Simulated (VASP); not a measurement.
# Al (P6_3/mmc) in VASP: notebook, part 2 of 2

VASP 6.6.1.

### Step 3. Single point, PBE+D3(BJ) (16.87 Å³/atom)

INCAR reads:

```
PREC = Accurate ; ENCUT = 520
EDIFF = 1E-7 ; ISMEAR = 0
SIGMA = 0.15 ; LREAL = F
LASPH = T ; NELM = 100
ALGO = Normal ; ISIF = 2
LWAVE = F ; LCHARG = T
GGA = PE ; IVDW = 12
LELF = T ; LVHAR = T
NBANDS = 14
```

KPOINTS reads:

```
regular mesh
0
Gamma
  18 18 6
```

POSCAR reads:

```
Al
1.0
    2.7978220189      0.0000000000      0.0000000000
   -1.3989110094      2.4229849436      0.0000000000
    0.0000000000      0.0000000000      9.9529720499
Al
4
Direct
    0.0000000000      0.0000000000      0.0000000000
    0.3333333333      0.6666666667      0.2500000000
    0.0000000000      0.0000000000      0.5000000000
    0.6666666667      0.3333333333      0.7500000000
```

Potentials or basis: VASP PAW PBE potentials, release 64 (Al).

Launch:

```
$ cat potpaw_PBE.64/Al/POTCAR > POTCAR
$ mpirun -np 1 vasp_std > vasp.out
```

OUTCAR:

```text
PREC = Accurate
   ENCUT = 520
   EDIFF = 1E-7
   ISMEAR = 0
   LREAL = F
   LASPH = T
   NELM = 100
   ISIF = 2
   GGA = PE
   IVDW = 12
 IVDW          = 12

 ion  position               nearest neighbor table
   1  0.000  0.000  0.000-   2 2.97   4 2.97   2 2.97   4 2.97   4 2.97   2 2.97
   2  0.333  0.667  0.250-   1 2.97   3 2.97   1 2.97   3 2.97   1 2.97   3 2.97
   3  0.000  0.000  0.500-   2 2.97   4 2.97   2 2.97   4 2.97   4 2.97   2 2.97
   4  0.667  0.333  0.750-   1 2.97   3 2.97   1 2.97   3 2.97   1 2.97   3 2.97

  LATTYP: Found a hexagonal cell.
 ALAT       =     2.7978220189
 C/A-ratio  =     3.5574000000

  Lattice vectors:

 A1 = (   2.7978220189,   0.0000000000,   0.0000000000)
 A2 = (  -1.3989110094,   2.4229849436,   0.0000000000)
 A3 = (   0.0000000000,   0.0000000000,   9.9529720499)

Analysis of symmetry for initial positions (statically):
=====================================================================
 Subroutine PRICEL returns:
 Original cell was already a primitive cell.

 Routine SETGRP: Setting up the symmetry group for a
 hexagonal supercell.

 Subroutine GETGRP returns: Found 24 space group operations
 (whereof 12 operations were pure point group operations)
 out of a pool of 24 trial point group operations.

The static configuration has the point symmetry D_3d.
 The point group associated with its full space group is D_6h.

Analysis of symmetry for dynamics (positions and initial velocities):
=====================================================================
 Subroutine PRICEL returns:
 Original cell was already a primitive cell.

 Routine SETGRP: Setting up the symmetry group for a
 hexagonal supercell.

 Subroutine GETGRP returns: Found 24 space group operations
 (whereof 12 operations were pure point group operations)
 out of a pool of 24 trial point group operations.

The dynamic configuration has the point symmetry D_3d.
 The point group associated with its full space group is D_6h.

 Subroutine INISYM returns: Found 24 space group operations
 (whereof 12 operations are pure point group operations),
[... 134 lines left out ...]
  volume of cell :       67.47
 maximum number of plane-waves:      1836
 NGX is ok and might be reduce to    24
   NGX = 11   NGY = 11   NGZ = 37

 number of electron      12.0000000 magnetization

 Free energy of the ion-electron system (eV)
  ---------------------------------------------------
  ext. energy  EPLUGINS =         0.00000000
  ---------------------------------------------------
  free energy    TOTEN  =       -14.88190027 eV

  energy without entropy =      -14.86356891  energy(sigma->0) =      -14.87273459

 E-fermi :   7.7424     XC(G=0): -10.1132

 val. band max:        7.7407034491   @ k =   0.3889   0.2222   0.3333
 cond. band min:       7.7432198463   @ k =   0.1667   0.1667   0.5000
 fundamental gap:      0.0025163972
 Fermi energy:         7.7423655601

 k-point     1 :       0.0000    0.0000    0.0000
  band No.  band energies     occupation
      1      -3.2187      2.00000
      2      -1.7385      2.00000
      3      -1.7322      2.00000
      4       2.4040      2.00000
      5       2.8770      2.00000
      6       9.6735      0.00000
      7       9.6789      0.00000
      8      18.4026      0.00000
      9      19.1795      0.00000
     10      19.5909      0.00000
     11      19.5909      0.00000
     12      19.6686      0.00000
     13      19.6686      0.00000
     14      20.5097      0.00000
[... 377 lines left out ...]
      1       1.8972      2.00000
      2       3.3082      2.00000
      3       3.3097      2.00000
      4       4.5370      2.00000
      5       5.9912      2.00000
      6       6.0121      2.00000
      7       7.5663      1.90317
      8       7.8028      0.56861
      9       9.8797      0.00000
     10      10.4212      0.00000
     11      11.4648      0.00000
     12      12.4683      0.00000
     13      12.7440      0.00000
     14      14.5968      0.00000

 [... further k-points ...]

------------------------ aborting loop because EDIFF is reached ----------------------------------------

 Edisp (eV)   -1.31563

 E8    (eV) :    -0.5884

  FORCE on cell =-STRESS in cart. coord.  units (eV):
  Direction    XX          YY          ZZ          XY          YZ          ZX
  --------------------------------------------------------------------------------------
  -------------------------------------------------------------------------------------
  Total      -0.98205    -0.98205    -2.98567    -0.00000     0.00000     0.00000
  in kB     -23.31959   -23.31959   -70.89712    -0.00000     0.00000     0.00000
  external pressure =      -39.18 kB  Pullay stress =        0.00 kB

 VOLUME and BASIS-vectors are now :
 -----------------------------------------------------------------------------
  energy-cutoff  :      520.00
  volume of cell :       67.47
      direct lattice vectors                 reciprocal lattice vectors
     2.797822019  0.000000000  0.000000000     0.357420877  0.206357040  0.000000000
    -1.398911009  2.422984944  0.000000000     0.000000000  0.412714079  0.000000000
     0.000000000  0.000000000  9.952972050     0.000000000  0.000000000  0.100472502

 POSITION                                       TOTAL-FORCE (eV/Angst)
 -----------------------------------------------------------------------------------
      0.00000      0.00000      0.00000         0.000000      0.000000      0.000000
     -0.00000      1.61532      2.48824         0.000000     -0.000000      0.000000
      0.00000      0.00000      4.97649         0.000000      0.000000      0.000000
      1.39891      0.80766      7.46473        -0.000000      0.000000     -0.000000
 -----------------------------------------------------------------------------------
    total drift:                               -0.000000      0.000000      0.000000

  FREE ENERGIE OF THE ION-ELECTRON SYSTEM (eV)
  ---------------------------------------------------
  free  energy   TOTEN  =       -16.1975308330 eV

  energy  without entropy=      -16.1791994767  energy(sigma->0) =      -16.18836515
```

It took 42 s on 1 thread of Intel Xeon 6975P-C (Granite Rapids), shared host; peak memory 0.26 GiB.

What came out:

| Quantity | Value |
| --- | --- |
| Free energy | -16.1975 eV |
| Pressure | -3.9 GPa |
| Band gap on the k mesh | zero (bands 6 and 7 overlap by 4.25 eV) |
| Dispersion energy per atom | -0.329 eV |

Caveat: the cell stands under tension.

### Step 4. Single point, PBE+D3(BJ) (16.87 Å³/atom)

INCAR reads:

```
SYSTEM = Al
PREC = Accurate
ENCUT = 520
EDIFF = 1E-6
ISMEAR = 0
SIGMA = 0.15
LREAL = .FALSE.
LASPH = .TRUE.
NELM = 80
ALGO = Fast
ISIF = 2
LWAVE = .FALSE.
LCHARG = .FALSE.
GGA = PE
IVDW = 12
NBANDS = 14
```

KPOINTS reads:

```
regular mesh
0
G
  18 18 6
  0 0 0
```

POSCAR reads:

```
Al
1.0
    2.8278977767      0.0000000000      0.0000000000
   -1.4139488884      2.4490313139      0.0000000000
    0.0000000000      0.0000000000      9.7423906306
Al
4
Direct
    0.0000000000      0.0000000000      0.0000000000
    0.3333333333      0.6666666667      0.2500000000
    0.0000000000      0.0000000000      0.5000000000
    0.6666666667      0.3333333333      0.7500000000
```

Launch:

```
$ cat potpaw_PBE.64/Al/POTCAR > POTCAR
$ mpirun -np 1 vasp_std > vasp.out
```

Wall time 38 s (1 thread of Intel Xeon 6975P-C (Granite Rapids), shared host); peak memory 0.26 GiB.

The run converged. Its results:

- Free energy: -16.2295 eV
- Pressure: -4.4 GPa
- Band gap on the k mesh: zero (bands 6 and 7 overlap by 4.55 eV)
- Dispersion energy per atom: -0.329 eV

Stress tensor (GPa, compression positive):
```
-3.52  0.00  0.00
 0.00 -3.52  0.00
 0.00  0.00 -6.05
```

Levels at points of the mesh, in eV from the Fermi level:
| k point | band 2 | band 3 | band 4 | band 5 | band 6 | band 7 | band 8 | band 9 | band 10 | band 11 |
| --- | --- | --- | --- | --- | --- | --- | --- | --- | --- | --- |
| (0.00, 0.00, 0.00) | -9.42 | -9.42 | -4.98 | -4.74 | 2.46 | 2.46 | 11.29 | 11.33 | 11.33 | 11.47 |
| (0.50, 0.00, 0.00) | -4.91 | -3.75 | -3.71 | -3.16 | -3.11 | 0.83 | 0.84 | 1.19 | 1.28 | 6.14 |
| (0.00, 0.00, 0.50) | -10.58 | -7.51 | -7.51 | -1.52 | -1.52 | 7.00 | 7.00 | 11.63 | 11.63 | 11.63 |
| (0.50, 0.00, 0.50) | -4.61 | -4.54 | -4.54 | -1.84 | -1.84 | -1.22 | -1.22 | 4.02 | 4.02 | 4.37 |

Caveat: the cell stands under tension.

### Step 5. Summary

```csv
cell,gap on the mesh (eV),pressure (GPa)
"a = 2.951, b = 2.951, c = 8.944 Å, angles 90.0, 90.0, 120.0°, 4 atoms",none,-4.1
"a = 2.798, b = 2.798, c = 9.953 Å, angles 90.0, 90.0, 120.0°, 4 atoms",none,-3.9
"a = 2.828, b = 2.828, c = 9.742 Å, angles 90.0, 90.0, 120.0°, 4 atoms",none,-4.4
```

Alike in all rows: task single point; level PBE+D3(BJ); potentials or basis VASP PAW PBE potentials, release 64 (Al); no spin polarisation; k mesh 18 × 18 × 6; cutoff (eV) 520; smearing gaussian 0.15 eV.

Caveats: the cell stands under tension.

Absolute energies hang on the potentials; compare differences alone.
